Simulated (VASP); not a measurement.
# Ti2Co (Fd-3m) in VASP: a series of runs

Ti2Co is run at these levels: LDA; tasks: single point.

All numbers are computed with VASP 6.6.1; they aren't measurements. Logs are shortened: lines on timing, memory, paths and dates and some standing lists are left out, and cuts for length are marked.

### Step 1. The cell of the first run

Symmetry: Fd-3m, No. 227, cubic system. The conventional cell has a = 6.730 Å, b = 6.730 Å, c = 6.730 Å, α = 90.00°, β = 90.00°, γ = 90.00°. Within 3.1 Å of Ti (site symmetry -3m) lie 6 Ti at 2.38 Å and 6 Co at 2.79 Å. Co (site symmetry -43m) has 12 Ti at 2.79 Å and 4 Co at 2.91 Å within 3.7 Å.

### Step 2. Single point, LDA, collinear spin, ferromagnetic start

INCAR

```
SYSTEM = Ti2Co
ALGO = Normal
EDIFF = 1E-6
ENCUT = 520
GGA = CA
ISIF = 2
ISMEAR = -1
ISPIN = 2
LASPH = .True.
LCHARG = .True.
LELF = .True.
LMAXMIX = 4
LORBIT = 11
LREAL = .False.
LVHAR = .True.
LWAVE = .False.
MAGMOM = 0 0 0 0 1.8 1.8
NBANDS = 46
NELM = 150
PREC = Accurate
SIGMA = 0.1
```

KPOINTS

```
k-points
0
Gamma
  6 6 6
  0 0 0
```

POSCAR

```
Ti2Co
1.0
    0.0000000000      3.3650000000      3.3650000000
    3.3650000000      0.0000000000      3.3650000000
    3.3650000000      3.3650000000      0.0000000000
Ti Co
4 2
Direct
    0.6250000000      0.6250000000      0.6250000000
    0.1250000000      0.6250000000      0.6250000000
    0.6250000000      0.6250000000      0.1250000000
    0.6250000000      0.1250000000      0.6250000000
    0.0000000000      0.0000000000      0.0000000000
    0.2500000000      0.2500000000      0.2500000000
```

Potentials or basis: VASP PAW LDA potentials, release 64 (Ti_sv, Co).

On the command line:

```bash
$ cat potpaw_LDA.64/Ti_sv/POTCAR potpaw_LDA.64/Co/POTCAR > POTCAR
$ mpirun -np 1 vasp_std > vasp.out
```

OUTCAR:

```text
SYSTEM = Ti2Co
   EDIFF = 1E-6
   ENCUT = 520
   GGA = CA
   ISIF = 2
   ISMEAR = -1
   ISPIN = 2
   LASPH = .True.
   LORBIT = 11
   LREAL = .False.
   NELM = 150
   PREC = Accurate

 ion  position               nearest neighbor table
   1  0.625  0.625  0.625-   2 2.38   3 2.38   4 2.38   3 2.38   4 2.38   2 2.38   6 2.79   5 2.79
                             6 2.79   5 2.79   6 2.79   5 2.79
   2  0.125  0.625  0.625-   1 2.38   3 2.38   4 2.38   1 2.38   3 2.38   4 2.38   6 2.79   5 2.79
                             5 2.79   6 2.79   5 2.79   6 2.79
   3  0.625  0.625  0.125-   1 2.38   1 2.38   2 2.38   4 2.38   4 2.38   2 2.38   6 2.79   5 2.79
                             6 2.79   5 2.79   6 2.79   5 2.79
   4  0.625  0.125  0.625-   1 2.38   3 2.38   1 2.38   2 2.38   3 2.38   2 2.38   6 2.79   5 2.79
                             6 2.79   5 2.79   6 2.79   5 2.79
   5  0.000  0.000  0.000-   1 2.79   1 2.79   1 2.79   2 2.79   3 2.79   4 2.79   4 2.79   2 2.79
                             4 2.79   3 2.79   2 2.79   3 2.79   6 2.91   6 2.91   6 2.91   6 2.91
   6  0.250  0.250  0.250-   2 2.79   3 2.79   4 2.79   1 2.79   1 2.79   1 2.79   2 2.79   2 2.79
                             3 2.79   4 2.79   3 2.79   4 2.79   5 2.91   5 2.91   5 2.91   5 2.91

  LATTYP: Found a face centered cubic cell.
 ALAT       =     6.7300000000

  Lattice vectors:

 A1 = (   0.0000000000,   3.3650000000,   3.3650000000)
 A2 = (   3.3650000000,   0.0000000000,   3.3650000000)
 A3 = (   3.3650000000,   3.3650000000,   0.0000000000)

Analysis of symmetry for initial positions (statically):
=====================================================================
 Subroutine PRICEL returns:
 Original cell was already a primitive cell.

 Routine SETGRP: Setting up the symmetry group for a
 face centered cubic supercell.

 Subroutine GETGRP returns: Found 48 space group operations
 (whereof 24 operations were pure point group operations)
 out of a pool of 48 trial point group operations.

The static configuration has the point symmetry T_d .
 The point group associated with its full space group is O_h .

Analysis of symmetry for dynamics (positions and initial velocities):
=====================================================================
 Subroutine PRICEL returns:
 Original cell was already a primitive cell.

 Routine SETGRP: Setting up the symmetry group for a
 face centered cubic supercell.

 Subroutine GETGRP returns: Found 48 space group operations
 (whereof 24 operations were pure point group operations)
 out of a pool of 48 trial point group operations.

The dynamic configuration has the point symmetry T_d .
 The point group associated with its full space group is O_h .

Analysis of structural, dynamic, and magnetic symmetry:
=====================================================================
 Subroutine PRICEL returns:
 Original cell was already a primitive cell.

 Routine SETGRP: Setting up the symmetry group for a
 face centered cubic supercell.

 Subroutine GETGRP returns: Found 48 space group operations
 (whereof 24 operations were pure point group operations)
 out of a pool of 48 trial point group operations.

The overall configuration has the point symmetry T_d .
 The point group associated with its full space group is O_h .

 Subroutine INISYM returns: Found 48 space group operations
 (whereof 24 operations are pure point group operations),
 and found     1 'primitive' translations

----------------------------------------------------------------------------------------

                                     Primitive cell

  volume of cell :      76.2053

  direct lattice vectors                    reciprocal lattice vectors
     0.000000000  3.365000000  3.365000000    -0.148588410  0.148588410  0.148588410
     3.365000000  0.000000000  3.365000000     0.148588410 -0.148588410  0.148588410
     3.365000000  3.365000000  0.000000000     0.148588410  0.148588410 -0.148588410

  length of vectors
     4.758828637  4.758828637  4.758828637     0.257362676  0.257362676  0.257362676

  position of ions in fractional coordinates (direct lattice)
     0.625000000  0.625000000  0.625000000
     0.125000000  0.625000000  0.625000000
     0.625000000  0.625000000  0.125000000
     0.625000000  0.125000000  0.625000000
     0.000000000  0.000000000  0.000000000
     0.250000000  0.250000000  0.250000000

  ion indices of the primitive-cell ions
   primitive index   ion index
                 1           1
                 2           2
                 3           3
                 4           4
                 5           5
                 6           6

----------------------------------------------------------------------------------------

 KPOINTS: k-points

Automatic generation of k-mesh.
 Grid dimensions read from file:
 generate k-points for:    6    6    6

 Generating k-lattice:

  Cartesian coordinates                     Fractional coordinates (reciprocal lattice)
    -0.024764735  0.024764735  0.024764735     0.166666667  0.000000000  0.000000000
     0.024764735 -0.024764735  0.024764735     0.000000000  0.166666667  0.000000000
     0.024764735  0.024764735 -0.024764735     0.000000000  0.000000000  0.166666667

  Length of vectors
     0.042893779  0.042893779  0.042893779

  Shift w.r.t. Gamma in fractional coordinates (k-lattice)
     0.000000000  0.000000000  0.000000000

 Subroutine IBZKPT returns following result:
 ===========================================

 Found     16 irreducible k-points:

 Following reciprocal coordinates:
            Coordinates               Weight
  0.000000  0.000000  0.000000      1.000000
  0.166667  0.000000  0.000000      8.000000
  0.333333  0.000000  0.000000      8.000000
  0.500000  0.000000  0.000000      4.000000
  0.166667  0.166667  0.000000      6.000000
  0.333333  0.166667  0.000000     24.000000
[... 8 lines left out ...]
 -0.333333  0.333333  0.166667     24.000000
 -0.333333  0.500000  0.166667     12.000000
   k-points           NKPTS =     16   k-points in BZ     NKDIM =     16   number of bands    NBANDS=     46
   number of dos      NEDOS =    301   number of ions     NIONS =      6
   total plane-waves  NPLWV =  46656
   dimension x,y,z NGX =    36 NGY =   36 NGZ =   36
   dimension x,y,z NGXF=    72 NGYF=   72 NGZF=   72
   ions per type =               4   2
   NGX,Y,Z   is equivalent  to a cutoff of  12.58, 12.58, 12.58 a.u.
   NGXF,Y,Z  is equivalent  to a cutoff of  25.15, 25.15, 25.15 a.u.
 SYSTEM =  Ti2Co
   PREC   = accura    normal or accurate (medium, high low for compatibility)
   ISTART =      0    job   : 0-new  1-cont  2-samecut
   ICHARG =      2    charge: 1-file 2-atom 10-const
   ISPIN  =      2    spin polarized calculation?
   LNONCOLLINEAR =      F non collinear calculations
   LSORBIT =      F    spin-orbit coupling
   LASPH  =      T    aspherical Exc in radial PAW
   ENCUT  =  520.0 eV  38.22 Ry    6.18 a.u.   8.85  8.85  8.85*2*pi/ulx,y,z
   NELM   =    150;   NELMIN=  2; NELMDL= -5     # of ELM steps
   EDIFF  = 0.1E-05   stopping-criterion for ELM
   LREAL  =      F    real-space projection
   EDIFFG = 0.1E-04   stopping-criterion for IOM
   NSW    =      0    number of steps for IOM
   IBRION =     -1    ionic relax: 0-MD 1-quasi-New 2-CG
   NFREE  =      0    steps in history (QN), initial steepest desc. (CG)
   ISIF   =      2    stress and relaxation
   ISYM   =      2    0-nonsym 1-usesym 2-fastsym
   POTIM  = 0.5000    time-step for ionic-motion
   TEBEG  =    0.0;   TEEND  =   0.0 temperature during run
   PSTRESS=    0.0 pullay stress
   NELECT =      66.0000    total number of electrons
   NUPDOWN=      -1.0000    fix difference up-down
   EMIN   =  10.00;   EMAX   =-10.00  energy-range for DOS
   EFERMI =   0.00;   METHOD = LEGACY
   ISMEAR =    -1;   SIGMA  =   0.10  broadening in eV -4-tet -1-fermi 0-gaus
   EFERMI_NEDOS =   21; number of points for ismear=-14 and -15
   IALGO  =     38    algorithm
   IMIX   =      4    mixing-type and parameters
     AMIX     =   0.40;   BMIX     =  1.00
     AMIX_MAG =   1.60;   BMIX_MAG =  1.00
  volume/ion in A,a.u.               =      12.70        85.71
  Fermi-wavevector in a.u.,A,eV,Ry     =   1.560490  2.948899 33.131955  2.435130
  Thomas-Fermi vector in A             =   2.663695
   LORBIT       =     11    0 simple, 1 ext, 2 COOP (PROOUT), +10 PAW based schemes
   GGA     = CA    functional components
   LHFCALC =     F    Hartree Fock is set to
   AEXX    =    0.0000 exact exchange contribution
   IVDW    =     0    specifies the selected vdW correction
   LEPSILON=     F    determine dielectric tensor
   LRPA    =     F    only Hartree local field effects (RPA)
 spin polarized calculation
  energy-cutoff  :      520.00
  volume of cell :       76.21
 maximum number of plane-waves:      2085
   NGX = 17   NGY = 17   NGZ = 17

 number of electron      66.0000033 magnetization       0.0114295

 Free energy of the ion-electron system (eV)
  ---------------------------------------------------
  ext. energy  EPLUGINS =         0.00000000
  ---------------------------------------------------
  free energy    TOTEN  =       -48.15745247 eV

  energy without entropy =      -47.84135038  energy(sigma->0) =      -47.99940142

 E-fermi :   9.9149     XC(G=0): -13.1582

 val. band max:        9.9095390304   @ k =  -0.1667   0.1667   0.0000
 cond. band min:       9.9175319520   @ k =   0.1667   0.0000   0.0000
 fundamental gap:      0.0079929216
 Fermi energy:         9.9149325550

 spin component 1

 k-point     1 :       0.0000    0.0000    0.0000
  band No.  band energies     occupation
      1     -45.7210      1.00000
      2     -44.9853      1.00000
      3     -44.9853      1.00000
      4     -44.9853      1.00000
      5     -24.1633      1.00000
      6     -22.7139      1.00000
[... 37 lines left out ...]
     44      14.4031      0.00000
     45      14.4453      0.00000

 k-point     2 :       0.1667    0.0000    0.0000
  band No.  band energies     occupation
      1     -45.6869      1.00000
      2     -45.0244      1.00000
      3     -44.9856      1.00000
      4     -44.9856      1.00000
      5     -24.0405      1.00000
      6     -22.6819      1.00000
[... 664 lines left out ...]
 k-point    16 :      -0.3333    0.5000    0.1667
  band No.  band energies     occupation
      1     -45.3657      1.00000
      2     -45.3657      1.00000
      3     -44.9880      1.00000
      4     -44.9880      1.00000
      5     -23.0021      1.00000
      6     -23.0021      1.00000
[... 37 lines left out ...]
     44      12.7938      0.00000
     45      14.0149      0.00000
 Fermi energy:         9.9149325550

 spin component 2

 k-point     1 :       0.0000    0.0000    0.0000
  band No.  band energies     occupation
      1     -45.7209      1.00000
      2     -44.9852      1.00000
      3     -44.9852      1.00000
      4     -44.9852      1.00000
      5     -24.1630      1.00000
      6     -22.7139      1.00000
[... 37 lines left out ...]
     44      14.4015      0.00000
     45      14.4461      0.00000

 k-point     2 :       0.1667    0.0000    0.0000
  band No.  band energies     occupation
      1     -45.6868      1.00000
      2     -45.0244      1.00000
      3     -44.9856      1.00000
      4     -44.9856      1.00000
      5     -24.0402      1.00000
      6     -22.6819      1.00000
[... 664 lines left out ...]
 k-point    16 :      -0.3333    0.5000    0.1667
  band No.  band energies     occupation
      1     -45.3657      1.00000
      2     -45.3657      1.00000
      3     -44.9879      1.00000
      4     -44.9879      1.00000
      5     -23.0019      1.00000
      6     -23.0019      1.00000
[... 37 lines left out ...]
     44      12.7946      0.00000
     45      14.0152      0.00000
 [bands above 45 left out]

------------------------ aborting loop because EDIFF is reached ----------------------------------------

  FORCE on cell =-STRESS in cart. coord.  units (eV):
  Direction    XX          YY          ZZ          XY          YZ          ZX
  --------------------------------------------------------------------------------------
  -------------------------------------------------------------------------------------
  Total        4.6327918      4.6327918      4.6327918      0.0000000     -0.0000000     -0.0000000
  in kB       97.4020642     97.4020642     97.4020642      0.0000000     -0.0000000     -0.0000000
  external PRESSURE =      97.4020642 kB  Pullay stress =       0.0000000 kB

 VOLUME and BASIS-vectors are now :
 -----------------------------------------------------------------------------
  energy-cutoff  :      520.00
  volume of cell :       76.21
      direct lattice vectors                 reciprocal lattice vectors
     0.000000000  3.365000000  3.365000000    -0.148588410  0.148588410  0.148588410
     3.365000000  0.000000000  3.365000000     0.148588410 -0.148588410  0.148588410
     3.365000000  3.365000000  0.000000000     0.148588410  0.148588410 -0.148588410

 POSITION                                       TOTAL-FORCE (eV/Angst)
 -----------------------------------------------------------------------------------
      4.20625      4.20625      4.20625        -0.000000      0.000000     -0.000000
      4.20625      2.52375      2.52375        -0.000000      0.000000     -0.000000
      2.52375      2.52375      4.20625        -0.000000      0.000000     -0.000000
      2.52375      4.20625      2.52375        -0.000000      0.000000     -0.000000
      0.00000      0.00000      0.00000         0.000000      0.000000      0.000000
      1.68250      1.68250      1.68250        -0.000000     -0.000000     -0.000000
 -----------------------------------------------------------------------------------
    total drift:                                0.000000      0.000000      0.000000

  FREE ENERGIE OF THE ION-ELECTRON SYSTEM (eV)
  ---------------------------------------------------
  free  energy   TOTEN  =       -48.1574524703 eV

  energy  without entropy=      -47.8413503774  energy(sigma->0) =      -47.99940142

 total charge

# of ion       s       p       d       tot
------------------------------------------
    1        2.305   6.151   2.348  10.804
    2        2.305   6.151   2.348  10.804
    3        2.305   6.151   2.348  10.804
    4        2.305   6.151   2.348  10.804
    5        0.458   0.448   7.239   8.145
    6        0.458   0.448   7.239   8.145
--------------------------------------------------
tot         10.134  25.501  23.871  59.507

 magnetization (x)

# of ion       s       p       d       tot
------------------------------------------
    1       -0.000  -0.000   0.000   0.000
    2       -0.000  -0.000   0.000   0.000
    3       -0.000  -0.000   0.000   0.000
    4       -0.000  -0.000   0.000   0.000
    5        0.000  -0.000   0.005   0.005
    6        0.000  -0.000   0.005   0.005
--------------------------------------------------
tot         -0.000  -0.000   0.011   0.011
```

Run time: 2.5 min. Hardware: 1 thread of Intel Xeon Platinum 8259CL at 2.50GHz (Skylake/Cascade Lake), shared host; peak memory 0.23 GiB.

Results:

- Free energy: -48.1575 eV
- Pressure: 9.7 GPa
- Band gap on the k mesh: zero (filled and empty bands overlap)
- Net moment: 0.01 μB per cell
- Valence electrons inside the program's atomic spheres: Ti 10.80; Co 8.14

Caveat: the cell stands under pressure.

### Step 3. Single point, LDA, collinear spin, ferromagnetic start

INCAR

```
SYSTEM = Ti2Co
PREC = Accurate
ENCUT = 520
EDIFF = 1E-6
ISMEAR = -1
SIGMA = 0.1
LREAL = .False.
LASPH = .True.
NELM = 150
ALGO = Normal
ISIF = 2
LWAVE = .False.
LCHARG = .False.
ISPIN = 2
MAGMOM = 0 0 0 0 1.8 1.8
LORBIT = 11
LMAXMIX = 4
NBANDS = 46
```

KPOINTS

```
Automatic mesh
0
Gamma
  6 6 6
  0 0 0
```

POSCAR is that of step 2.

Potentials or basis: VASP PAW LDA potentials, release 64 (Ti_sv, Co).

On the command line:

```bash
$ cat potpaw_LDA.64/Ti_sv/POTCAR potpaw_LDA.64/Co/POTCAR > POTCAR
$ mpirun -np 1 vasp_std > vasp.out
```

OUTCAR:

```text
SYSTEM = Ti2Co
   PREC = Accurate
   ENCUT = 520
   EDIFF = 1E-6
   ISMEAR = -1
   LREAL = .False.
   LASPH = .True.
   NELM = 150
   ISIF = 2
   ISPIN = 2
   LORBIT = 11

 ion  position               nearest neighbor table
   1  0.625  0.625  0.625-   2 2.38   3 2.38   4 2.38   3 2.38   4 2.38   2 2.38   6 2.79   5 2.79
                             6 2.79   5 2.79   6 2.79   5 2.79
   2  0.125  0.625  0.625-   1 2.38   3 2.38   4 2.38   1 2.38   3 2.38   4 2.38   6 2.79   5 2.79
                             5 2.79   6 2.79   5 2.79   6 2.79
   3  0.625  0.625  0.125-   1 2.38   1 2.38   2 2.38   4 2.38   4 2.38   2 2.38   6 2.79   5 2.79
                             6 2.79   5 2.79   6 2.79   5 2.79
   4  0.625  0.125  0.625-   1 2.38   3 2.38   1 2.38   2 2.38   3 2.38   2 2.38   6 2.79   5 2.79
                             6 2.79   5 2.79   6 2.79   5 2.79
   5  0.000  0.000  0.000-   1 2.79   1 2.79   1 2.79   2 2.79   3 2.79   4 2.79   4 2.79   2 2.79
                             4 2.79   3 2.79   2 2.79   3 2.79   6 2.91   6 2.91   6 2.91   6 2.91
   6  0.250  0.250  0.250-   2 2.79   3 2.79   4 2.79   1 2.79   1 2.79   1 2.79   2 2.79   2 2.79
                             3 2.79   4 2.79   3 2.79   4 2.79   5 2.91   5 2.91   5 2.91   5 2.91

  LATTYP: Found a face centered cubic cell.
 ALAT       =     6.7300000000

  Lattice vectors:

 A1 = (   0.0000000000,   3.3650000000,   3.3650000000)
[... 1749 lines left out ...]
  external PRESSURE =      97.4020642 kB  Pullay stress =       0.0000000 kB

 VOLUME and BASIS-vectors are now :
 -----------------------------------------------------------------------------
  energy-cutoff  :      520.00
  volume of cell :       76.21
      direct lattice vectors                 reciprocal lattice vectors
     0.000000000  3.365000000  3.365000000    -0.148588410  0.148588410  0.148588410
     3.365000000  0.000000000  3.365000000     0.148588410 -0.148588410  0.148588410
     3.365000000  3.365000000  0.000000000     0.148588410  0.148588410 -0.148588410

 POSITION                                       TOTAL-FORCE (eV/Angst)
 -----------------------------------------------------------------------------------
      4.20625      4.20625      4.20625        -0.000000      0.000000     -0.000000
      4.20625      2.52375      2.52375        -0.000000      0.000000     -0.000000
      2.52375      2.52375      4.20625        -0.000000      0.000000     -0.000000
      2.52375      4.20625      2.52375        -0.000000      0.000000     -0.000000
      0.00000      0.00000      0.00000         0.000000      0.000000      0.000000
      1.68250      1.68250      1.68250        -0.000000     -0.000000     -0.000000
 -----------------------------------------------------------------------------------
    total drift:                                0.000000      0.000000      0.000000

  FREE ENERGIE OF THE ION-ELECTRON SYSTEM (eV)
  ---------------------------------------------------
  free  energy   TOTEN  =       -48.1574524703 eV

  energy  without entropy=      -47.8413503774  energy(sigma->0) =      -47.99940142

 total charge

# of ion       s       p       d       tot
------------------------------------------
    1        2.305   6.151   2.348  10.804
    2        2.305   6.151   2.348  10.804
    3        2.305   6.151   2.348  10.804
    4        2.305   6.151   2.348  10.804
    5        0.458   0.448   7.239   8.145
    6        0.458   0.448   7.239   8.145
--------------------------------------------------
tot         10.134  25.501  23.871  59.507

 magnetization (x)

# of ion       s       p       d       tot
------------------------------------------
    1       -0.000  -0.000   0.000   0.000
    2       -0.000  -0.000   0.000   0.000
    3       -0.000  -0.000   0.000   0.000
    4       -0.000  -0.000   0.000   0.000
    5        0.000  -0.000   0.005   0.005
    6        0.000  -0.000   0.005   0.005
--------------------------------------------------
tot         -0.000  -0.000   0.011   0.011
```

Wall time 2.5 min (1 thread of Intel Xeon Platinum 8259CL at 2.50GHz (Skylake/Cascade Lake), shared host); peak memory 0.23 GiB.

Results:

```
Free energy                                           : -48.1575 eV
Pressure                                              : 9.7 GPa
Band gap on the k mesh                                : zero (filled and empty bands overlap)
Net moment                                            : 0.01 μB per cell
Valence electrons inside the program's atomic spheres : Ti 10.80; Co 8.14
```

Caveat: the cell stands under pressure.
